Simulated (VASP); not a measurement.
# ZnO (base) (P6_3mc) in VASP: further runs

ZnO (base) is run at these levels: PBE; tasks: relaxation of shape and atoms at fixed volume, single point.

Program: VASP 6.6.1. These are calculated values, not measurements. Logs are shortened: lines on timing, memory, paths and dates and some standing lists are left out, and cuts for length are marked.

### Step 1. The cell of the first run

Symmetry: P6_3mc, No. 186, hexagonal system. The conventional cell has a = 3.301 Å, b = 3.301 Å, c = 5.329 Å, α = 90.00°, β = 90.00°, γ = 120.00°. Within 2.7 Å of Zn (site symmetry 3m) lie 4 O at 2.01 to 2.02 Å. O (site symmetry 3m) has 4 Zn at 2.01 to 2.02 Å within 2.7 Å.

### Step 2. Relaxation of shape and atoms at fixed volume, PBE (volume scaled by 1.02)

The input, INCAR:

```
PREC     = Accurate       # precision mode
ENCUT    = 600            # plane-wave cutoff, eV
EDIFF    = 1E-6           # SCF threshold, eV
ISMEAR   = 0              # smearing method
SIGMA    = 0.01           # smearing width, eV
LREAL    = False          # projectors in reciprocal space
LASPH    = True           # aspherical terms in the spheres
NELM     = 100            # most SCF steps
ALGO     = Normal         # electronic algorithm
ISIF     = 4              # what is computed and relaxed
LWAVE    = False          # write WAVECAR
LCHARG   = False          # write CHGCAR
GGA      = PE             # functional
IBRION   = 2              # ionic algorithm
NSW      = 80             # ionic steps
EDIFFG   = -0.001         # ionic threshold
```

The input, KPOINTS:

```
regular mesh
0
Gamma
  9 9 6
```

The input, POSCAR:

```
ZnO
1.0
    3.3011983683      0.0000000000      0.0000000000
   -1.6505991842      2.8589216499      0.0000000000
    0.0000000000      0.0000000000      5.3286898850
Zn O
2 2
Direct
    0.3333333333      0.6666666667      0.4999662192
    0.6666666667      0.3333333333     -0.0000337808
    0.6666666667      0.3333333333      0.3790437808
    0.3333333333      0.6666666667      0.8790437808
```

Potentials or basis: VASP PAW PBE potentials, release 64 (Zn, O).

The run is started by

```
$ cat potpaw_PBE.64/Zn/POTCAR potpaw_PBE.64/O/POTCAR > POTCAR
$ mpirun -np 1 vasp_std > vasp.out
```

OUTCAR:

```text
PREC = Accurate
   ENCUT = 600
   EDIFF = 1E-6
   ISMEAR = 0
   LREAL = False
   LASPH = True
   NELM = 100
   ISIF = 4
   GGA = PE
   IBRION = 2
   NSW = 80
   EDIFFG = -0.001

 ion  position               nearest neighbor table
   1  0.333  0.667  0.500-   3 2.01   3 2.01   3 2.01   4 2.02
   2  0.667  0.333  1.000-   4 2.01   4 2.01   4 2.01   3 2.02
   3  0.667  0.333  0.379-   1 2.01   1 2.01   1 2.01   2 2.02
   4  0.333  0.667  0.879-   2 2.01   2 2.01   2 2.01   1 2.02

  LATTYP: Found a hexagonal cell.
 ALAT       =     3.3011983683
 C/A-ratio  =     1.6141683384

  Lattice vectors:

 A1 = (   3.3011983683,   0.0000000000,   0.0000000000)
 A2 = (  -1.6505991842,   2.8589216499,   0.0000000000)
 A3 = (   0.0000000000,   0.0000000000,   5.3286898850)

Analysis of symmetry for initial positions (statically):
=====================================================================
 Subroutine PRICEL returns:
 Original cell was already a primitive cell.

 Routine SETGRP: Setting up the symmetry group for a
 hexagonal supercell.

 Subroutine GETGRP returns: Found 12 space group operations
 (whereof  6 operations were pure point group operations)
 out of a pool of 24 trial point group operations.

The static configuration has the point symmetry C_3v.
 The point group associated with its full space group is C_6v.

Analysis of symmetry for dynamics (positions and initial velocities):
=====================================================================
 Subroutine PRICEL returns:
 Original cell was already a primitive cell.

 Routine SETGRP: Setting up the symmetry group for a
 hexagonal supercell.

 Subroutine GETGRP returns: Found 12 space group operations
 (whereof  6 operations were pure point group operations)
 out of a pool of 24 trial point group operations.

The dynamic configuration has the point symmetry C_3v.
 The point group associated with its full space group is C_6v.

 Subroutine INISYM returns: Found 12 space group operations
 (whereof  6 operations are pure point group operations),
 and found     1 'primitive' translations

----------------------------------------------------------------------------------------

                                     Primitive cell

  volume of cell :      50.2915

  direct lattice vectors                    reciprocal lattice vectors
     3.301198368  0.000000000  0.000000000     0.302920300  0.174891117  0.000000000
    -1.650599184  2.858921650  0.000000000     0.000000000  0.349782233  0.000000000
     0.000000000  0.000000000  5.328689885     0.000000000  0.000000000  0.187663388

  length of vectors
     3.301198368  3.301198368  5.328689885     0.349782233  0.349782233  0.187663388

  position of ions in fractional coordinates (direct lattice)
     0.333333333  0.666666667  0.499966219
     0.666666667  0.333333333  0.999966219
     0.666666667  0.333333333  0.379043781
     0.333333333  0.666666667  0.879043781

  ion indices of the primitive-cell ions
   primitive index   ion index
                 1           1
                 2           2
                 3           3
                 4           4

----------------------------------------------------------------------------------------

 KPOINTS: regular mesh

Automatic generation of k-mesh.
 Grid dimensions read from file:
 generate k-points for:    9    9    6

 Generating k-lattice:

  Cartesian coordinates                     Fractional coordinates (reciprocal lattice)
     0.033657811  0.019432346  0.000000000     0.111111111  0.000000000  0.000000000
     0.000000000  0.038864693  0.000000000     0.000000000  0.111111111  0.000000000
     0.000000000  0.000000000  0.031277231     0.000000000  0.000000000  0.166666667

  Length of vectors
     0.038864693  0.038864693  0.031277231

  Shift w.r.t. Gamma in fractional coordinates (k-lattice)
     0.000000000  0.000000000  0.000000000

 Subroutine IBZKPT returns following result:
 ===========================================

 Found     48 irreducible k-points:

 Following reciprocal coordinates:
            Coordinates               Weight
  0.000000  0.000000  0.000000      1.000000
  0.111111  0.000000  0.000000      6.000000
  0.222222  0.000000  0.000000      6.000000
  0.333333  0.000000  0.000000      6.000000
  0.444444  0.000000  0.000000      6.000000
  0.111111  0.111111  0.000000      6.000000
[... 16 lines left out ...]
  0.333333  0.222222  0.166667     24.000000
  0.333333  0.333333  0.166667      4.000000
 [... further k-points ...]
   k-points           NKPTS =     48   k-points in BZ     NKDIM =     48   number of bands    NBANDS=     22
   number of dos      NEDOS =    301   number of ions     NIONS =      4
   total plane-waves  NPLWV =  37632
   dimension x,y,z NGX =    28 NGY =   28 NGZ =   48
   dimension x,y,z NGXF=    56 NGYF=   56 NGZF=   96
   ions per type =               2   2
   NGX,Y,Z   is equivalent  to a cutoff of  14.10, 14.10, 14.98 a.u.
   NGXF,Y,Z  is equivalent  to a cutoff of  28.20, 28.20, 29.95 a.u.
 SYSTEM =  unknown system
   PREC   = accura    normal or accurate (medium, high low for compatibility)
   ISTART =      0    job   : 0-new  1-cont  2-samecut
   ICHARG =      2    charge: 1-file 2-atom 10-const
   ISPIN  =      1    spin polarized calculation?
   LNONCOLLINEAR =      F non collinear calculations
   LSORBIT =      F    spin-orbit coupling
   LASPH  =      T    aspherical Exc in radial PAW
   ENCUT  =  600.0 eV  44.10 Ry    6.64 a.u.   6.59  6.59 10.64*2*pi/ulx,y,z
   NELM   =    100;   NELMIN=  2; NELMDL= -5     # of ELM steps
   EDIFF  = 0.1E-05   stopping-criterion for ELM
   LREAL  =      F    real-space projection
   EDIFFG = -.1E-02   stopping-criterion for IOM
   NSW    =     80    number of steps for IOM
   IBRION =      2    ionic relax: 0-MD 1-quasi-New 2-CG
   NFREE  =      1    steps in history (QN), initial steepest desc. (CG)
   ISIF   =      4    stress and relaxation
   ISYM   =      2    0-nonsym 1-usesym 2-fastsym
   POTIM  = 0.5000    time-step for ionic-motion
   TEBEG  =    0.0;   TEEND  =   0.0 temperature during run
   PSTRESS=    0.0 pullay stress
   NELECT =      36.0000    total number of electrons
   NUPDOWN=      -1.0000    fix difference up-down
   EMIN   =  10.00;   EMAX   =-10.00  energy-range for DOS
   EFERMI =   0.00;   METHOD = LEGACY
   ISMEAR =     0;   SIGMA  =   0.01  broadening in eV -4-tet -1-fermi 0-gaus
   EFERMI_NEDOS =   21; number of points for ismear=-14 and -15
   IALGO  =     38    algorithm
   IMIX   =      4    mixing-type and parameters
     AMIX     =   0.40;   BMIX     =  1.00
     AMIX_MAG =   1.60;   BMIX_MAG =  1.00
  volume/ion in A,a.u.               =      12.57        84.85
  Fermi-wavevector in a.u.,A,eV,Ry     =   1.464460  2.767428 29.179647  2.144644
  Thomas-Fermi vector in A             =   2.580434
   LORBIT       =      0    0 simple, 1 ext, 2 COOP (PROOUT), +10 PAW based schemes
   GGA     = PE    functional components
   LHFCALC =     F    Hartree Fock is set to
   AEXX    =    0.0000 exact exchange contribution
   IVDW    =     0    specifies the selected vdW correction
   LEPSILON=     F    determine dielectric tensor
   LRPA    =     F    only Hartree local field effects (RPA)
 conjugate gradient relaxation of ions
 non-spin polarized calculation
 Gauss-broadening in eV      SIGMA  =   0.01
  energy-cutoff  :      600.00
  volume of cell :       50.29
 maximum number of plane-waves:      1713
 NGX is ok and might be reduce to    28
   NGX = 13   NGY = 13   NGZ = 21

 number of electron      36.0000011 magnetization

 Free energy of the ion-electron system (eV)
  ---------------------------------------------------
  ext. energy  EPLUGINS =         0.00000000
  ---------------------------------------------------
  free energy    TOTEN  =       -17.86298412 eV

  energy without entropy =      -17.86298412  energy(sigma->0) =      -17.86298412

 E-fermi :   0.7920     XC(G=0): -10.6210

 val. band max:        0.7234633050   @ k =   0.0000   0.0000   0.0000
 cond. band min:       1.4223527381   @ k =   0.0000   0.0000   0.0000
 fundamental gap:      0.6988894331
 Fermi energy:         0.7920339207

 k-point     1 :       0.0000    0.0000    0.0000
  band No.  band energies     occupation
      1     -16.9444      2.00000
      2     -16.3057      2.00000
      3      -4.7286      2.00000
      4      -4.7286      2.00000
      5      -4.6917      2.00000
      6      -4.5527      2.00000
[... 14 lines left out ...]
     21       8.7286      0.00000
     22      13.3507      0.00000

 k-point     2 :       0.1111    0.0000    0.0000
  band No.  band energies     occupation
      1     -16.8840      2.00000
      2     -16.2788      2.00000
      3      -4.7902      2.00000
      4      -4.6930      2.00000
      5      -4.6544      2.00000
      6      -4.5577      2.00000
[... 14 lines left out ...]
     21       8.7356      0.00000
     22      12.2130      0.00000

 k-point     3 :       0.2222    0.0000    0.0000
  band No.  band energies     occupation
      1     -16.7233      2.00000
      2     -16.2146      2.00000
      3      -4.9073      2.00000
      4      -4.6290      2.00000
      5      -4.6102      2.00000
      6      -4.4986      2.00000
[... 14 lines left out ...]
     21       8.7409      0.00000
     22      10.5446      0.00000
[... 476 lines left out ...]
 k-point    23 :       0.3333    0.2222    0.1667
  band No.  band energies     occupation
      1     -16.2710      2.00000
      2     -16.1495      2.00000
      3      -4.7691      2.00000
      4      -4.5702      2.00000
      5      -4.4285      2.00000
      6      -4.2603      2.00000
[... 14 lines left out ...]
     21       8.6652      0.00000
     22       8.9898      0.00000

 k-point    24 :       0.3333    0.3333    0.1667
  band No.  band energies     occupation
      1     -16.1871      2.00000
      2     -16.1871      2.00000
      3      -4.7260      2.00000
      4      -4.4583      2.00000
      5      -4.4583      2.00000
      6      -4.1207      2.00000
[... 14 lines left out ...]
     21       8.4274      0.00000
     22       8.7400      0.00000

 [... further k-points ...]

------------------------ aborting loop because EDIFF is reached ----------------------------------------

  FORCE on cell =-STRESS in cart. coord.  units (eV):
  Direction    XX          YY          ZZ          XY          YZ          ZX
  --------------------------------------------------------------------------------------
  -------------------------------------------------------------------------------------
  Total       -0.5618645     -0.5618645     -0.5622050      0.0000000      0.0000000      0.0000000
  in kB      -17.8997854    -17.8997854    -17.9106351      0.0000000      0.0000000      0.0000000
  external PRESSURE =     -17.9034019 kB  Pullay stress =       0.0000000 kB

 VOLUME and BASIS-vectors are now :
 -----------------------------------------------------------------------------
  energy-cutoff  :      600.00
  volume of cell :       50.29
      direct lattice vectors                 reciprocal lattice vectors
     3.301198368  0.000000000  0.000000000     0.302920300  0.174891117  0.000000000
    -1.650599184  2.858921650  0.000000000     0.000000000  0.349782233  0.000000000
     0.000000000  0.000000000  5.328689885     0.000000000  0.000000000  0.187663388

 POSITION                                       TOTAL-FORCE (eV/Angst)
 -----------------------------------------------------------------------------------
     -0.00000      1.90595      2.66416         0.000000     -0.000000      0.000349
      1.65060      0.95297      5.32851        -0.000000      0.000000      0.000349
      1.65060      0.95297      2.01981         0.000000     -0.000000     -0.000349
     -0.00000      1.90595      4.68415         0.000000     -0.000000     -0.000349
 -----------------------------------------------------------------------------------
    total drift:                                0.000000      0.000000      0.000421

  FREE ENERGIE OF THE ION-ELECTRON SYSTEM (eV)
  ---------------------------------------------------
  free  energy   TOTEN  =       -17.8629841199 eV

  energy  without entropy=      -17.8629841199  energy(sigma->0) =      -17.86298412

 reached required accuracy - stopping structural energy minimisation
```

Run time: 54 s. Hardware: 1 thread of Intel Xeon Platinum 8488C (Sapphire Rapids), shared host; peak memory 0.21 GiB.

What came out:

```yaml
Free_energy: -17.8630 eV
Pressure_after_relaxing: -1.8 GPa
Band_gap_on_the_k_mesh: 0.70 eV, direct
```

Final structure:
```
CELL_PARAMETERS angstrom
3.30120 0.00000 0.00000
-1.65060 2.85892 0.00000
0.00000 0.00000 5.32869
ATOMIC_POSITIONS crystal
Zn 0.33333 0.66667 0.49997
Zn 0.66667 0.33333 0.99997
O 0.66667 0.33333 0.37904
O 0.33333 0.66667 0.87904
```

Levels at points of the mesh, in eV from the valence-band top:
```
           k point  band 16  band 17  band 18  band 19  band 20  band 21
(0.00, 0.00, 0.00)    -0.07     0.00     0.00     0.70     5.02     8.01
(0.00, 0.00, 0.50)    -0.36    -0.36    -0.36     3.31     3.31     9.83
```

Caveat: the relaxation stopped at its first step, so nothing moved.

### Step 3. Single point, PBE (volume scaled by 0.94, then relaxed in part)

The input, INCAR:

```
PREC = Accurate ; ENCUT = 910
EDIFF = 1E-6 ; ISMEAR = 0
SIGMA = 0.02 ; LREAL = False
LASPH = True ; NELM = 120
ALGO = Normal ; ISIF = 2
LWAVE = False ; LCHARG = False
GGA = PE ; NBANDS = 26
GGA_COMPAT = False
```

KPOINTS is that of step 2.

The input, POSCAR:

```
ZnO
1.0
    3.2125323947      0.0000000000      0.0000000000
   -1.6062661974      2.7821346643      0.0000000000
    0.0000000000      0.0000000000      5.1855680777
Zn O
2 2
Direct
    0.3333333333      0.6666666667      0.4999662192
    0.6666666667      0.3333333333     -0.0000337808
    0.6666666667      0.3333333333      0.3790437808
    0.3333333333      0.6666666667      0.8790437808
```

Potentials or basis: VASP PAW PBE potentials, release 64 (Zn, O_h).

The run is started by

```
$ cat potpaw_PBE.64/Zn/POTCAR potpaw_PBE.64/O_h/POTCAR > POTCAR
$ mpirun -np 1 vasp_std > vasp.out
```

Run time: 2.8 min. Hardware: 1 thread of AMD EPYC 7R43 (Zen 3), shared host; peak memory 0.24 GiB.

It converged, with:

* Free energy: -17.7728 eV
* Pressure: 10.0 GPa
* Largest force: 0.005 eV/Å
* Band gap on the k mesh: 0.82 eV, direct

Forces in eV/Å, atoms in the order of the input:
```
Zn   0.000  0.000  0.005
Zn   0.000  0.000  0.005
O    0.000  0.000 -0.005
O    0.000  0.000 -0.005
```

Stress tensor (GPa, compression positive):
```
10.04  0.00  0.00
 0.00 10.04  0.00
 0.00  0.00  9.93
```

Levels at points of the mesh, in eV from the valence-band top:
```
           k point  band 16  band 17  band 18  band 19  band 20  band 21
(0.00, 0.00, 0.00)    -0.10     0.00     0.00     0.82     5.33     8.28
(0.00, 0.00, 0.50)    -0.41    -0.41    -0.41     3.51     3.51    10.17
```

Caveat: the cutoff is under 1.25 times the usual one of these potentials, so pressure, stress and relaxed cells hold a basis-set (Pulay) error.
